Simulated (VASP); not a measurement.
# CuB3Os (R-3c) in VASP: single point with PBE

Aim: the single point of CuB3Os with PBE.

All numbers are computed with VASP 6.6.1; they aren't measurements. Logs are shortened: lines on timing, memory, paths and dates and some standing lists are left out, and cuts for length are marked.

## (1) The cell of the first run

Symmetry: R-3c, No. 167, trigonal system. The conventional cell has a = 5.822 Å, b = 5.822 Å, c = 10.077 Å, α = 90.00°, β = 90.00°, γ = 120.00°. Cu (site symmetry -3) has 6 B at 2.05 Å and 2 Os at 2.52 Å within 2.7 Å. Within 2.7 Å of B (site symmetry 2) lie 2 Cu at 2.05 Å and 3 Os at 2.09 to 2.51 Å and 6 B at 2.51 to 2.69 Å. Os (site symmetry 32) has 9 B at 2.09 to 2.51 Å and 2 Cu at 2.52 Å within 2.8 Å.

## (2) Single point, PBE

INCAR reads:

```
PREC = Accurate ; ENCUT = 520
EDIFF = 1E-7 ; ISMEAR = 0
SIGMA = 0.1 ; LREAL = F
LASPH = T ; NELM = 100
ALGO = Normal ; ISIF = 2
LWAVE = F ; LCHARG = F
GGA = PE ; NBANDS = 39
```

KPOINTS reads:

```
Automatic mesh
0
Gamma
  12 12 12
```

POSCAR reads:

```
CuB3Os
1.0
    2.9111761720      1.6807683466      3.3591529812
   -2.9111761720      1.6807683466      3.3591529812
    0.0000000000     -3.3615366931      3.3591529812
Cu B Os
2 6 2
Direct
    0.5000000000      0.5000000000      0.5000000000
    0.0000000000      0.0000000000      0.0000000000
    0.1087085943      0.3912914057      0.7500000000
    0.3912914057      0.7500000000      0.1087085943
    0.8912914057      0.6087085943      0.2500000000
    0.2500000000      0.8912914057      0.6087085943
    0.6087085943      0.2500000000      0.8912914057
    0.7500000000      0.1087085943      0.3912914057
    0.7500000000      0.7500000000      0.7500000000
    0.2500000000      0.2500000000      0.2500000000
```

Potentials or basis: VASP PAW PBE potentials, release 64 (Cu, B, Os).

Launch:

```sh
> cat potpaw_PBE.64/Cu/POTCAR potpaw_PBE.64/B/POTCAR potpaw_PBE.64/Os/POTCAR > POTCAR
> mpirun -np 1 vasp_std > vasp.out
```

OUTCAR:

```text
PREC = Accurate
   ENCUT = 520
   EDIFF = 1E-7
   ISMEAR = 0
   LREAL = F
   LASPH = T
   NELM = 100
   ISIF = 2
   GGA = PE

 ion  position               nearest neighbor table
   1  0.500  0.500  0.500-   4 2.05   7 2.05   6 2.05   8 2.05   5 2.05   3 2.05   9 2.52  10 2.52

   2  0.000  0.000  0.000-   6 2.05   8 2.05   7 2.05   4 2.05   5 2.05   3 2.05   9 2.52  10 2.52

   3  0.109  0.391  0.750-   1 2.05   2 2.05   9 2.09  10 2.51  10 2.51
   4  0.391  0.750  0.109-   1 2.05   2 2.05   9 2.09  10 2.51  10 2.51
   5  0.891  0.609  0.250-   1 2.05   2 2.05  10 2.09   9 2.51   9 2.51
   6  0.250  0.891  0.609-   2 2.05   1 2.05  10 2.09   9 2.51   9 2.51
   7  0.609  0.250  0.891-   1 2.05   2 2.05  10 2.09   9 2.51   9 2.51
   8  0.750  0.109  0.391-   2 2.05   1 2.05   9 2.09  10 2.51  10 2.51
   9  0.750  0.750  0.750-   3 2.09   4 2.09   8 2.09   5 2.51   5 2.51   7 2.51   6 2.51   7 2.51
                             6 2.51   2 2.52   1 2.52
  10  0.250  0.250  0.250-   5 2.09   6 2.09   7 2.09   3 2.51   3 2.51   8 2.51   4 2.51   4 2.51
                             8 2.51   2 2.52   1 2.52

  LATTYP: Found a trigonal (rhomboedric) cell.
 ALAT       =     4.7522455419
 COS(alpha) =     0.2494679761

  Lattice vectors:

 A1 = (   2.9111761720,   1.6807683466,   3.3591529812)
 A2 = (  -2.9111761720,   1.6807683466,   3.3591529812)
 A3 = (   0.0000000000,  -3.3615366931,   3.3591529812)

Analysis of symmetry for initial positions (statically):
=====================================================================
 Subroutine PRICEL returns:
 Original cell was already a primitive cell.

 Routine SETGRP: Setting up the symmetry group for a
 trigonal (rhombohedral) supercell.

 Subroutine GETGRP returns: Found 12 space group operations
 (whereof  6 operations were pure point group operations)
 out of a pool of 12 trial point group operations.

The static configuration has the point symmetry S_6 .
 The point group associated with its full space group is D_3d.

Analysis of symmetry for dynamics (positions and initial velocities):
=====================================================================
 Subroutine PRICEL returns:
 Original cell was already a primitive cell.

 Routine SETGRP: Setting up the symmetry group for a
 trigonal (rhombohedral) supercell.

 Subroutine GETGRP returns: Found 12 space group operations
 (whereof  6 operations were pure point group operations)
 out of a pool of 12 trial point group operations.

The dynamic configuration has the point symmetry S_6 .
[... 126 lines left out ...]
   PSTRESS=    0.0 pullay stress
   NELECT =      56.0000    total number of electrons
   NUPDOWN=      -1.0000    fix difference up-down
   EMIN   =  10.00;   EMAX   =-10.00  energy-range for DOS
   EFERMI =   0.00;   METHOD = LEGACY
   ISMEAR =     0;   SIGMA  =   0.10  broadening in eV -4-tet -1-fermi 0-gaus
   EFERMI_NEDOS =   21; number of points for ismear=-14 and -15
   IALGO  =     38    algorithm
   IMIX   =      4    mixing-type and parameters
     AMIX     =   0.40;   BMIX     =  1.00
     AMIX_MAG =   1.60;   BMIX_MAG =  1.00
  volume/ion in A,a.u.               =       9.86        66.55
  Fermi-wavevector in a.u.,A,eV,Ry     =   1.355663  2.561831 25.005085  1.837822
  Thomas-Fermi vector in A             =   2.482731
   LORBIT       =      0    0 simple, 1 ext, 2 COOP (PROOUT), +10 PAW based schemes
   GGA     = PE    functional components
   LHFCALC =     F    Hartree Fock is set to
   AEXX    =    0.0000 exact exchange contribution
   IVDW    =     0    specifies the selected vdW correction
   LEPSILON=     F    determine dielectric tensor
   LRPA    =     F    only Hartree local field effects (RPA)
 non-spin polarized calculation
 Gauss-broadening in eV      SIGMA  =   0.10
  energy-cutoff  :      520.00
  volume of cell :       98.62
 maximum number of plane-waves:      2672
   NGX = 17   NGY = 17   NGZ = 17

 number of electron      56.0000030 magnetization

 Free energy of the ion-electron system (eV)
  ---------------------------------------------------
  ext. energy  EPLUGINS =         0.00000000
  ---------------------------------------------------
  free energy    TOTEN  =       -62.24722232 eV

  energy without entropy =      -62.23092729  energy(sigma->0) =      -62.23907481

 E-fermi :   7.3424     XC(G=0): -12.5779

 val. band max:        7.3414224107   @ k =  -0.3333   0.1667   0.0000
 cond. band min:       7.3474530916   @ k =  -0.4167   0.1667   0.0000
 fundamental gap:      0.0060306808
 Fermi energy:         7.3424241561

 k-point     1 :       0.0000    0.0000    0.0000
  band No.  band energies     occupation
      1      -5.3957      2.00000
      2      -0.7932      2.00000
      3      -0.7932      2.00000
      4       0.0522      2.00000
      5       0.0522      2.00000
      6       0.9673      2.00000
[... 997 lines left out ...]
     38      12.4880      0.00000
     39      12.7399      0.00000

 [... further k-points ...]

------------------------ aborting loop because EDIFF is reached ----------------------------------------

  FORCE on cell =-STRESS in cart. coord.  units (eV):
  Direction    XX          YY          ZZ          XY          YZ          ZX
  --------------------------------------------------------------------------------------
  -------------------------------------------------------------------------------------
  Total        0.6519453      0.6519453     -0.0172486     -0.0000000     -0.0000000      0.0000000
  in kB       10.5916681     10.5916681     -0.2802246     -0.0000000     -0.0000000      0.0000000
  external PRESSURE =       6.9677039 kB  Pullay stress =       0.0000000 kB

 VOLUME and BASIS-vectors are now :
 -----------------------------------------------------------------------------
  energy-cutoff  :      520.00
  volume of cell :       98.62
      direct lattice vectors                 reciprocal lattice vectors
     2.911176172  1.680768347  3.359152981     0.171751887  0.099160998  0.099231364
    -2.911176172  1.680768347  3.359152981    -0.171751887  0.099160998  0.099231364
     0.000000000 -3.361536693  3.359152981     0.000000000 -0.198321996  0.099231364

 POSITION                                       TOTAL-FORCE (eV/Angst)
 -----------------------------------------------------------------------------------
      0.00000      0.00000      5.03873        -0.000000     -0.000000     -0.000000
      0.00000      0.00000      0.00000        -0.000000     -0.000000     -0.000000
     -0.82265     -1.68077      4.19894         0.028575     -0.000000      0.000000
     -1.04426      1.55282      4.19894        -0.014288     -0.024747     -0.000000
      0.82265      1.68077      5.87852        -0.028575     -0.000000     -0.000000
     -1.86691     -0.12795      5.87852         0.014288     -0.024747     -0.000000
      1.04426     -1.55282      5.87852         0.014288      0.024747     -0.000000
      1.86691      0.12795      4.19894        -0.014288      0.024747     -0.000000
      0.00000      0.00000      7.55809        -0.000000     -0.000000     -0.000000
      0.00000      0.00000      2.51936        -0.000000     -0.000000     -0.000000
 -----------------------------------------------------------------------------------
    total drift:                               -0.000000     -0.000000      0.000000

  FREE ENERGIE OF THE ION-ELECTRON SYSTEM (eV)
  ---------------------------------------------------
  free  energy   TOTEN  =       -62.2472223231 eV

  energy  without entropy=      -62.2309272870  energy(sigma->0) =      -62.23907481
```

OSZICAR:

```text
N       E                     dE             d eps       ncg     rms          rms(c)
DAV:   1     0.455977509378E+03    0.45598E+03   -0.24361E+04 14854   0.174E+03
DAV:   2    -0.695183842916E+01   -0.46293E+03   -0.43896E+03 15218   0.424E+02
DAV:   3    -0.690460622045E+02   -0.62094E+02   -0.56866E+02 17996   0.152E+02
DAV:   4    -0.744428953468E+02   -0.53968E+01   -0.52685E+01 23510   0.446E+01
DAV:   5    -0.745583549374E+02   -0.11546E+00   -0.11509E+00 19996   0.737E+00    0.430E+01
DAV:   6    -0.795052092669E+02   -0.49469E+01   -0.25569E+02 20091   0.400E+02    0.283E+01
DAV:   7    -0.625655716307E+02    0.16940E+02   -0.79867E+01 21207   0.137E+02    0.610E+00
DAV:   8    -0.622771151176E+02    0.28846E+00   -0.10774E+01 24013   0.422E+01    0.516E+00
DAV:   9    -0.624373530564E+02   -0.16024E+00   -0.12707E+00 23532   0.249E+01    0.395E+00
DAV:  10    -0.622419971157E+02    0.19536E+00   -0.95677E-01 21965   0.278E+01    0.836E-01
DAV:  11    -0.622547688137E+02   -0.12772E-01   -0.79749E-02 23381   0.702E+00    0.780E-01
DAV:  12    -0.622470556705E+02    0.77131E-02   -0.46721E-02 21860   0.634E+00    0.153E-01
DAV:  13    -0.622472143765E+02   -0.15871E-03   -0.67177E-03 23445   0.163E+00    0.436E-02
DAV:  14    -0.622472331335E+02   -0.18757E-04   -0.31998E-04 20186   0.116E-01    0.455E-02
DAV:  15    -0.622472315226E+02    0.16109E-05   -0.25832E-05 21684   0.328E-02    0.238E-02
DAV:  16    -0.622472215761E+02    0.99465E-05   -0.40422E-05 21743   0.206E-01    0.599E-03
DAV:  17    -0.622472222243E+02   -0.64824E-06   -0.65596E-06 23446   0.312E-02    0.894E-03
DAV:  18    -0.622472223231E+02   -0.98757E-07   -0.28144E-07 13670   0.790E-03
   1 F= -.62247222E+02 E0= -.62239075E+02  d E =-.162950E-01
```

stdout:

```text
POSCAR found type information on POSCAR CuB Os
 POSCAR found :  3 types and      10 ions
 scaLAPACK will be used
 LDA part: xc-table for (Slater+PW92), standard interpolation
 POSCAR, INCAR and KPOINTS ok, starting setup
 FFT: planning ... GRIDC
 FFT: planning ... GRID_SOFT
 FFT: planning ... GRID
 WAVECAR not read
 entering main loop
```

Run time: 7.2 min. Hardware: 1 thread of Intel Xeon 6975P-C (Granite Rapids), shared host; peak memory 0.68 GiB.

What came out:

```
Free energy            : -62.2472 eV
Pressure               : 0.7 GPa
Largest force          : 0.029 eV/Å
Band gap on the k mesh : zero (bands 28 and 29 overlap by 0.85 eV)
```

Forces on the atoms (eV/Å):
```
Cu   0.000  0.000  0.000
Cu   0.000  0.000  0.000
B    0.029  0.000  0.000
B   -0.014 -0.025  0.000
B   -0.029  0.000  0.000
B    0.014 -0.025  0.000
B    0.014  0.025  0.000
B   -0.014  0.025  0.000
Os   0.000  0.000  0.000
Os   0.000  0.000  0.000
```

Stress tensor (GPa, compression positive):
```
 1.06  0.00  0.00
 0.00  1.06  0.00
 0.00  0.00 -0.03
```

Levels at points of the mesh, in eV from the Fermi level:
```csv
k point,band 25,band 26,band 27,band 28,band 29,band 30,band 31,band 32
"(0.00, 0.00, 0.00)",-1.95,-1.51,-1.51,-1.21,-0.49,1.14,1.14,2.70
"(0.50, 0.00, 0.00)",-0.91,-0.91,-0.03,-0.03,0.44,0.44,1.45,1.45
"(0.50, 0.50, 0.00)",-1.88,-1.31,-0.10,0.26,0.33,0.92,1.96,1.96
"(0.50, 0.50, 0.50)",-1.76,-1.76,-1.76,-1.76,2.85,2.85,2.85,2.85
```

Caveat: spin-orbit coupling is left out, which moves the levels of the heavy elements.
